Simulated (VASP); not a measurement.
Write the native input for VASP 6.6.1 that does the following.

```
Task                   : single point
Functional             : PBE
Potentials or basis    : VASP PAW PBE potentials, release 64 (Ca_sv, O)
Cutoff                 : 600 eV
k mesh                 : 8 × 8 × 8
Occupations            : gaussian, width 0.05 eV
Spin                   : no spin polarisation
Dipole correction      : no
Further INCAR settings : ALGO = Normal; EDIFF = 1e-06; NBANDS = 15
```

The structure of CaO lies in POSCAR:

```
CaO
1.0
    0.0000000000      2.6449200000      2.3510400000
    2.6449200000      0.0000000000      2.3510400000
    2.6449200000      2.6449200000      0.0000000000
Ca O
1 1
Direct
    0.0000000000      0.0000000000      0.0000000000
    0.5000000000      0.5000000000      0.5000000000
```

This cell differs from its parent crystal: strain +0.080 along x and y, -0.040 along z.

One way to write it, as run:

INCAR

```
SYSTEM = CaO
ALGO = Normal
EDIFF = 1E-6
ENCUT = 600
GGA = PE
GGA_COMPAT = .FALSE.
ISIF = 2
ISMEAR = 0
LASPH = .TRUE.
LCHARG = .FALSE.
LREAL = .FALSE.
LWAVE = .FALSE.
NBANDS = 15
NELM = 120
PREC = Accurate
SIGMA = 0.05
```

KPOINTS

```
k-points
0
G
  8 8 8
  0 0 0
```

Potentials or basis: VASP PAW PBE potentials, release 64 (Ca_sv, O).

Command:

```sh
$ cat potpaw_PBE.64/Ca_sv/POTCAR potpaw_PBE.64/O/POTCAR > POTCAR
$ mpirun -np 1 vasp_std > vasp.out
```

It gave:

| Quantity | Value |
| --- | --- |
| Pressure | -9.2 GPa |
| Band gap on the k mesh | 3.15 eV |

Caveat: the cell differs from its parent crystal (strain +0.080 along x and y, -0.040 along z); the stress differs along the axes, from -12 to -3 GPa.

It took 50 s on 1 thread of Intel Xeon 8259CL, on a shared host, peak memory 0.18 GiB.
